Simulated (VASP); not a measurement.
# As (P6_3/mmc) in VASP: a series of runs, part 2 of 2

VASP 6.6.1. The steps go on from the part before.

## (4) Single point, r2SCAN (volume scaled by 0.96)

Contents of POSCAR:

```
As
1.0
    2.9181566167      0.0000000000      0.0000000000
   -1.4590783083      2.5271977623      0.0000000000
    0.0000000000      0.0000000000      9.9318140000
As
4
Direct
    0.0000000000      1.0000000000      0.0000000000
    0.0000000000      1.0000000000      0.5000000000
    0.3333333333      0.6666666667      0.2500000000
    0.6666666667      0.3333333333      0.7500000000
```

Contents of INCAR.step1:

```
PREC = Accurate
ENCUT = 520
ISMEAR = -1
SIGMA = 0.1
LREAL = F
LASPH = T
NELM = 100
NBANDS = 18
GGA = PE
ALGO = Normal
EDIFF = 1E-4
LWAVE = T
LCHARG = F
```

Contents of INCAR.step2:

```
PREC = Accurate
ENCUT = 520
EDIFF = 1E-7
ISMEAR = -1
SIGMA = 0.1
LREAL = F
LASPH = T
NELM = 100
ALGO = Normal
ISIF = 2
LWAVE = F
LCHARG = F
METAGGA = R2SCAN
LMIXTAU = T
NBANDS = 18
ISTART = 1
```

Contents of KPOINTS:

```
regular mesh
0
Gamma
  14 14 4
```

Potentials or basis: VASP PAW PBE potentials, release 64 (As).

Launch:

```
cat potpaw_PBE.64/As/POTCAR > POTCAR
cp INCAR.step1 INCAR
mpirun -np 1 vasp_std > vasp.out
cp INCAR.step2 INCAR
mpirun -np 1 vasp_std > vasp.out
```

OUTCAR:

```text
PREC = Accurate
   ENCUT = 520
   EDIFF = 1E-7
   ISMEAR = -1
   LREAL = F
   LASPH = T
   NELM = 100
   ISIF = 2
   METAGGA = R2SCAN
   ISTART = 1

 ion  position               nearest neighbor table
   1  0.000  0.000  0.000-
   2  0.000  0.000  0.500-
   3  0.333  0.667  0.250-
   4  0.667  0.333  0.750-

  LATTYP: Found a hexagonal cell.
 ALAT       =     2.9181566167
 C/A-ratio  =     3.4034547506

  Lattice vectors:
[... 199 lines left out ...]
      6       5.2936      2.00000
[... 481 lines left out ...]
      5       1.1677      2.00000
      6       1.4823      2.00000
[... 10 lines left out ...]
     17      14.6601      0.00000
     18      14.8688      0.00000

 [... further k-points ...]
[... 5 lines left out ...]
  --------------------------------------------------------------------------------------
  -------------------------------------------------------------------------------------
  Total        1.4110078      1.4110078      1.8628154      0.0000000      0.0000000      0.0000000
  in kB       30.8648085     30.8648085     40.7477854      0.0000000      0.0000000      0.0000000
  external PRESSURE =      34.1591341 kB  Pullay stress =       0.0000000 kB

 VOLUME and BASIS-vectors are now :
 -----------------------------------------------------------------------------
  energy-cutoff  :      520.00
  volume of cell :       73.24
      direct lattice vectors                 reciprocal lattice vectors
     2.918156617  0.000000000  0.000000000     0.342682087  0.197847595  0.000000000
    -1.459078308  2.527197762  0.000000000     0.000000000  0.395695191  0.000000000
     0.000000000  0.000000000  9.931814000     0.000000000  0.000000000  0.100686541

 POSITION                                       TOTAL-FORCE (eV/Angst)
 -----------------------------------------------------------------------------------
      0.00000      0.00000      0.00000        -0.000000     -0.000000      0.000000
      0.00000      0.00000      4.96591        -0.000000     -0.000000      0.000000
     -0.00000      1.68480      2.48295         0.000000     -0.000000     -0.000000
      1.45908      0.84240      7.44886        -0.000000      0.000000      0.000000
 -----------------------------------------------------------------------------------
    total drift:                               -0.000000      0.000000      0.000000

  FREE ENERGIE OF THE ION-ELECTRON SYSTEM (eV)
  ---------------------------------------------------
  free  energy   TOTEN  =       -56.0042815291 eV

  energy  without entropy=      -55.9448336520  energy(sigma->0) =      -55.97455759
```

OUTCAR.step1:

```text
PREC = Accurate
   ENCUT = 520
   ISMEAR = -1
   LREAL = F
   LASPH = T
[... 734 lines left out ...]
      0.00000      0.00000      0.00000         0.000000      0.000000      0.000000
      0.00000      0.00000      4.96591         0.000000      0.000000      0.000000
     -0.00000      1.68480      2.48295         0.000000     -0.000000     -0.000000
      1.45908      0.84240      7.44886        -0.000000      0.000000      0.000000
 -----------------------------------------------------------------------------------
    total drift:                               -0.000000      0.000000      0.000000

  FREE ENERGIE OF THE ION-ELECTRON SYSTEM (eV)
  ---------------------------------------------------
  free  energy   TOTEN  =       -16.6329687441 eV

  energy  without entropy=      -16.5696577460  energy(sigma->0) =      -16.60131325
```

OSZICAR.step1:

```text
N       E                     dE             d eps       ncg     rms          rms(c)
DAV:   1     0.598831621218E+02    0.59883E+02   -0.84453E+03  2592   0.962E+02
DAV:   2    -0.131213769857E+02   -0.73005E+02   -0.70496E+02  3758   0.147E+02
DAV:   3    -0.166308742584E+02   -0.35095E+01   -0.34789E+01  3070   0.312E+01
DAV:   4    -0.166515371423E+02   -0.20663E-01   -0.20652E-01  3026   0.262E+00
DAV:   5    -0.166515815663E+02   -0.44424E-04   -0.44421E-04  2936   0.137E-01    0.413E+00
DAV:   6    -0.166387958052E+02    0.12786E-01   -0.73839E-03  2886   0.418E-01    0.243E+00
DAV:   7    -0.166329377096E+02    0.58581E-02   -0.13902E-02  2820   0.575E-01    0.847E-02
DAV:   8    -0.166329687441E+02   -0.31034E-04   -0.25039E-04  2690   0.906E-02
   1 F= -.16632969E+02 E0= -.16601313E+02  d E =-.633110E-01
```

Wall time 2.2 min (1 thread of Intel Xeon 6975P-C (Granite Rapids), shared host); peak memory 0.25 GiB.

What came out:

```
Free energy            : -56.0043 eV
Pressure               : 3.4 GPa
Band gap on the k mesh : zero (band 10 reaches 12.54 eV, above the bottom of band 11 at 3.90 eV)
```

Stress tensor (GPa, compression positive):
```
3.09 0.00 0.00
0.00 3.09 0.00
0.00 0.00 4.07
```

Levels at points of the mesh, in eV from the Fermi level:
```tsv
k point	band 7	band 8	band 9	band 10	band 11	band 12	band 13	band 14
(0.00, 0.00, 0.00)	-1.63	4.89	4.89	5.61	5.61	5.64	5.68	5.68
(0.50, 0.00, 0.00)	-5.14	-4.65	-2.30	-1.30	0.89	1.87	2.22	2.25
(0.00, 0.00, 0.50)	2.78	2.78	5.10	5.10	5.10	5.10	6.28	6.28
(0.50, 0.00, 0.50)	-5.77	-5.77	-0.70	-0.70	1.18	1.18	1.24	1.24
```

Caveat: the PAW data sets were made with another functional, which shifts forces and pressure a little.

## (5) Overview

```csv
cell,gap on the mesh (eV),pressure (GPa)
"a = 2.835, b = 2.835, c = 9.648 Å, angles 90.0, 90.0, 120.0°, 4 atoms",none,13.9
"a = 2.877, b = 2.877, c = 9.792 Å, angles 90.0, 90.0, 120.0°, 4 atoms",none,8.1
"a = 2.918, b = 2.918, c = 9.932 Å, angles 90.0, 90.0, 120.0°, 4 atoms",none,3.4
```

Alike in all rows: task single point; level r2SCAN; potentials or basis VASP PAW PBE potentials, release 64 (As); no spin polarisation; k mesh 14 × 14 × 4; cutoff (eV) 520; smearing fermi-dirac 0.1 eV.

Caveats: the PAW data sets were made with another functional, which shifts forces and pressure a little.

Absolute energies hang on the potentials; compare differences alone.
